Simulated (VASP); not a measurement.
# NaAg (NaTl type) (Fd-3m) in VASP: further runs

NaAg (NaTl type) is run at these levels: PBEsol; tasks: single point.

All numbers are computed with VASP 6.6.1; they aren't measurements. Logs are shortened: lines on timing, memory, paths and dates and some standing lists are left out, and cuts for length are marked.

## 1. The cell of the first run

It takes space group Fd-3m (No. 227, cubic). The conventional cell has a = 6.883 Å, b = 6.883 Å, c = 6.883 Å, α = 90.00°, β = 90.00°, γ = 90.00°. Within 3.9 Å of Na (site symmetry -43m) lie 4 Na at 2.98 Å and 10 Ag at 2.98 to 3.44 Å. Ag (site symmetry -43m) has 10 Na at 2.98 to 3.44 Å and 4 Ag at 2.98 Å within 3.9 Å.

## 2. Single point, PBEsol

INCAR reads:

```
SYSTEM = NaAg
ALGO = Normal ; EDIFF = 1E-6
ENCUT = 520 ; GGA = PS
ISIF = 2 ; ISMEAR = -1
LASPH = .TRUE. ; LCHARG = .FALSE.
LREAL = .FALSE. ; LWAVE = .FALSE.
NBANDS = 26 ; NELM = 60
PREC = Accurate ; SIGMA = 0.05
```

KPOINTS reads:

```
k-points
0
G
  9 9 9
  0 0 0
```

POSCAR reads:

```
NaAg
1.0
    0.0000000000      3.4413336843      3.4413336843
    3.4413336843      0.0000000000      3.4413336843
    3.4413336843      3.4413336843      0.0000000000
Na Ag
2 2
Direct
    0.1250000000      0.1250000000      0.1250000000
   -0.1250000000     -0.1250000000     -0.1250000000
    0.3750000000      0.3750000000      0.3750000000
   -0.3750000000     -0.3750000000     -0.3750000000
```

Potentials or basis: VASP PAW PBE potentials, release 64 (Na_pv, Ag).

Command:

```console
> cat potpaw_PBE.64/Na_pv/POTCAR potpaw_PBE.64/Ag/POTCAR > POTCAR
> mpirun -np 1 vasp_std > vasp.out
```

OUTCAR:

```text
SYSTEM = NaAg
   EDIFF = 1E-6
   ENCUT = 520
   GGA = PS
   ISIF = 2
   ISMEAR = -1
   LASPH = .TRUE.
   LREAL = .FALSE.
   NELM = 60
   PREC = Accurate

 ion  position               nearest neighbor table
   1  0.125  0.125  0.125-   3 2.98   3 2.98   3 2.98   3 2.98
   2  0.875  0.875  0.875-   4 2.98   4 2.98   4 2.98   4 2.98
   3  0.375  0.375  0.375-   1 2.98   1 2.98   1 2.98   1 2.98   4 2.98   4 2.98   4 2.98   4 2.98

   4  0.625  0.625  0.625-   3 2.98   3 2.98   3 2.98   2 2.98   3 2.98   2 2.98   2 2.98   2 2.98

  LATTYP: Found a face centered cubic cell.
 ALAT       =     6.8826673686

  Lattice vectors:

 A1 = (   0.0000000000,   3.4413336843,   3.4413336843)
 A2 = (   3.4413336843,   0.0000000000,   3.4413336843)
 A3 = (   3.4413336843,   3.4413336843,   0.0000000000)

Analysis of symmetry for initial positions (statically):
=====================================================================
 Subroutine PRICEL returns:
 Original cell was already a primitive cell.

 Routine SETGRP: Setting up the symmetry group for a
 face centered cubic supercell.

 Subroutine GETGRP returns: Found 48 space group operations
 (whereof 12 operations were pure point group operations)
 out of a pool of 48 trial point group operations.

The static configuration has the point symmetry D_3d.
 The point group associated with its full space group is O_h .

Analysis of symmetry for dynamics (positions and initial velocities):
=====================================================================
 Subroutine PRICEL returns:
 Original cell was already a primitive cell.

 Routine SETGRP: Setting up the symmetry group for a
 face centered cubic supercell.

 Subroutine GETGRP returns: Found 48 space group operations
 (whereof 12 operations were pure point group operations)
 out of a pool of 48 trial point group operations.

The dynamic configuration has the point symmetry D_3d.
 The point group associated with its full space group is O_h .

 Subroutine INISYM returns: Found 48 space group operations
 (whereof 12 operations are pure point group operations),
 and found     1 'primitive' translations

----------------------------------------------------------------------------------------

                                     Primitive cell

  volume of cell :      81.5099

  direct lattice vectors                    reciprocal lattice vectors
[... 90 lines left out ...]
   NELM   =     60;   NELMIN=  2; NELMDL= -5     # of ELM steps
   EDIFF  = 0.1E-05   stopping-criterion for ELM
   LREAL  =      F    real-space projection
   EDIFFG = 0.1E-04   stopping-criterion for IOM
   NSW    =      0    number of steps for IOM
   IBRION =     -1    ionic relax: 0-MD 1-quasi-New 2-CG
   NFREE  =      0    steps in history (QN), initial steepest desc. (CG)
   ISIF   =      2    stress and relaxation
   ISYM   =      2    0-nonsym 1-usesym 2-fastsym
   POTIM  = 0.5000    time-step for ionic-motion
   TEBEG  =    0.0;   TEEND  =   0.0 temperature during run
   PSTRESS=    0.0 pullay stress
   NELECT =      36.0000    total number of electrons
   NUPDOWN=      -1.0000    fix difference up-down
   EMIN   =  10.00;   EMAX   =-10.00  energy-range for DOS
   EFERMI =   0.00;   METHOD = LEGACY
   ISMEAR =    -1;   SIGMA  =   0.05  broadening in eV -4-tet -1-fermi 0-gaus
   EFERMI_NEDOS =   21; number of points for ismear=-14 and -15
   IALGO  =     38    algorithm
   IMIX   =      4    mixing-type and parameters
     AMIX     =   0.40;   BMIX     =  1.00
     AMIX_MAG =   1.60;   BMIX_MAG =  1.00
  volume/ion in A,a.u.               =      20.38       137.51
  Fermi-wavevector in a.u.,A,eV,Ry     =   1.246729  2.355977 21.148002  1.554334
  Thomas-Fermi vector in A             =   2.380894
   LORBIT       =      0    0 simple, 1 ext, 2 COOP (PROOUT), +10 PAW based schemes
   GGA     = PS    functional components
   LHFCALC =     F    Hartree Fock is set to
   AEXX    =    0.0000 exact exchange contribution
   IVDW    =     0    specifies the selected vdW correction
   LEPSILON=     F    determine dielectric tensor
   LRPA    =     F    only Hartree local field effects (RPA)
 non-spin polarized calculation
  energy-cutoff  :      520.00
  volume of cell :       81.51
 maximum number of plane-waves:      2218
   NGX = 19   NGY = 19   NGZ = 19

 number of electron      35.9999998 magnetization

 Free energy of the ion-electron system (eV)
  ---------------------------------------------------
  ext. energy  EPLUGINS =         0.00000000
  ---------------------------------------------------
  free energy    TOTEN  =        -9.25294595 eV

  energy without entropy =       -9.24601971  energy(sigma->0) =       -9.24948283

 E-fermi :   4.2112     XC(G=0):  -9.8108

 val. band max:        4.2082708754   @ k =  -0.2222   0.2222   0.0000
 cond. band min:       4.3641333973   @ k =  -0.4444   0.3333   0.1111
 fundamental gap:      0.1558625219
 Fermi energy:         4.2112229662

 k-point     1 :       0.0000    0.0000    0.0000
  band No.  band energies     occupation
      1     -19.9626      2.00000
      2     -19.9626      2.00000
      3     -19.9626      2.00000
      4     -19.8819      2.00000
      5     -19.8819      2.00000
      6     -19.8819      2.00000
[... 685 lines left out ...]
     25      14.6880      0.00000
     26      15.1580      0.00000

 [... further k-points ...]

------------------------ aborting loop because EDIFF is reached ----------------------------------------

  FORCE on cell =-STRESS in cart. coord.  units (eV):
  Direction    XX          YY          ZZ          XY          YZ          ZX
  --------------------------------------------------------------------------------------
  -------------------------------------------------------------------------------------
  Total        0.0028486      0.0028486      0.0028486      0.0000000     -0.0000000      0.0000000
  in kB        0.0559919      0.0559919      0.0559919      0.0000000     -0.0000000      0.0000000
  external PRESSURE =       0.0559919 kB  Pullay stress =       0.0000000 kB

 VOLUME and BASIS-vectors are now :
 -----------------------------------------------------------------------------
  energy-cutoff  :      520.00
  volume of cell :       81.51
      direct lattice vectors                 reciprocal lattice vectors
     0.000000000  3.441333684  3.441333684    -0.145292507  0.145292507  0.145292507
     3.441333684  0.000000000  3.441333684     0.145292507 -0.145292507  0.145292507
     3.441333684  3.441333684  0.000000000     0.145292507  0.145292507 -0.145292507

 POSITION                                       TOTAL-FORCE (eV/Angst)
 -----------------------------------------------------------------------------------
      0.86033      0.86033      0.86033        -0.000000      0.000000      0.000000
      6.02233      6.02233      6.02233        -0.000000     -0.000000     -0.000000
      2.58100      2.58100      2.58100         0.000000      0.000000      0.000000
      4.30167      4.30167      4.30167         0.000000      0.000000      0.000000
 -----------------------------------------------------------------------------------
    total drift:                               -0.000000      0.000000      0.000000

  FREE ENERGIE OF THE ION-ELECTRON SYSTEM (eV)
  ---------------------------------------------------
  free  energy   TOTEN  =        -9.2529459490 eV

  energy  without entropy=       -9.2460197107  energy(sigma->0) =       -9.24948283
```

OSZICAR:

```text
N       E                     dE             d eps       ncg     rms          rms(c)
DAV:   1     0.309316634276E+03    0.30932E+03   -0.18346E+04  1832   0.155E+03
DAV:   2     0.632969338433E+01   -0.30299E+03   -0.28931E+03  1838   0.405E+02
DAV:   3    -0.967729584046E+01   -0.16007E+02   -0.15848E+02  2062   0.997E+01
DAV:   4    -0.991619345641E+01   -0.23890E+00   -0.23861E+00  2106   0.124E+01
DAV:   5    -0.992123834311E+01   -0.50449E-02   -0.50446E-02  2160   0.170E+00    0.535E+00
DAV:   6    -0.928908652543E+01    0.63215E+00   -0.25458E+00  1936   0.121E+01    0.247E+00
DAV:   7    -0.926611678653E+01    0.22970E-01   -0.60429E-02  1960   0.239E+00    0.127E+00
DAV:   8    -0.925309474277E+01    0.13022E-01   -0.10638E-02  2448   0.815E-01    0.112E-01
DAV:   9    -0.925294949502E+01    0.14525E-03   -0.82497E-04  2038   0.294E-01    0.429E-02
DAV:  10    -0.925294746607E+01    0.20289E-05   -0.68740E-05  2184   0.933E-02    0.127E-02
DAV:  11    -0.925294559731E+01    0.18688E-05   -0.44828E-06  1978   0.267E-02    0.293E-03
DAV:  12    -0.925294594904E+01   -0.35174E-06   -0.25591E-07  1046   0.469E-03
   1 F= -.92529459E+01 E0= -.92494828E+01  d E =-.692624E-02
```

It took 27 s on 1 thread of Intel Xeon 6975P-C (Granite Rapids), shared host; peak memory 0.23 GiB.

What came out:

- Free energy: -9.2529 eV
- Pressure: 0.0 GPa
- Band gap on the k mesh: zero (bands 18 and 19 overlap by 5.12 eV)

Caveat: the PAW data sets were made with another functional, which shifts forces and pressure a little.

## 3. Single point, PBEsol

INCAR reads:

```
SYSTEM = NaAg
ALGO     = Normal         ! electronic algorithm
EDIFF    = 1E-6           ! SCF threshold, eV
ENCUT    = 520            ! plane-wave cutoff, eV
GGA      = PS             ! functional
ISIF     = 2              ! what is computed and relaxed
ISMEAR   = -1             ! smearing method
LASPH    = .True.         ! aspherical terms in the spheres
LCHARG   = .False.        ! write CHGCAR
LREAL    = .False.        ! projectors in reciprocal space
LWAVE    = .False.        ! write WAVECAR
NBANDS   = 26             ! bands
NELM     = 100            ! most SCF steps
PREC     = Accurate       ! precision mode
SIGMA    = 0.05           ! smearing width, eV
```

KPOINTS reads:

```
k-points
0
Gamma
  9 9 9
  0 0 0
```

POSCAR reads:

```
NaAg
1.0
    0.0000000000      3.4413336844      3.4413336844
    3.4413336844      0.0000000000      3.4413336844
    3.4413336844      3.4413336844      0.0000000000
Na Ag
2 2
Direct
    0.1250000000      0.1250000000      0.1250000000
   -0.1250000000     -0.1250000000     -0.1250000000
    0.3750000000      0.3750000000      0.3750000000
   -0.3750000000     -0.3750000000     -0.3750000000
```

Potentials or basis: VASP PAW PBE potentials, release 64 (Na_pv, Ag).

Command:

```console
> cat potpaw_PBE.64/Na_pv/POTCAR potpaw_PBE.64/Ag/POTCAR > POTCAR
> mpirun -np 1 vasp_std > vasp.out
```

Wall time 22 s (1 thread of Intel Xeon 6975P-C (Granite Rapids), shared host); peak memory 0.24 GiB.

The run converged. Its results:

| Property | Result |
| --- | --- |
| Free energy | -9.2529 eV |
| Pressure | 0.0 GPa |
| Band gap on the k mesh | zero (bands 18 and 19 overlap by 5.12 eV) |

Levels at points of the mesh, in eV from the Fermi level:
```
           k point  band 16  band 17  band 18  band 19  band 20  band 21
(0.00, 0.00, 0.00)    -3.71    -3.71     4.45     4.45     4.45     4.87
```

Caveat: the PAW data sets were made with another functional, which shifts forces and pressure a little.

The gap in the log of VASP goes by the Fermi energy; the results here count the filled bands.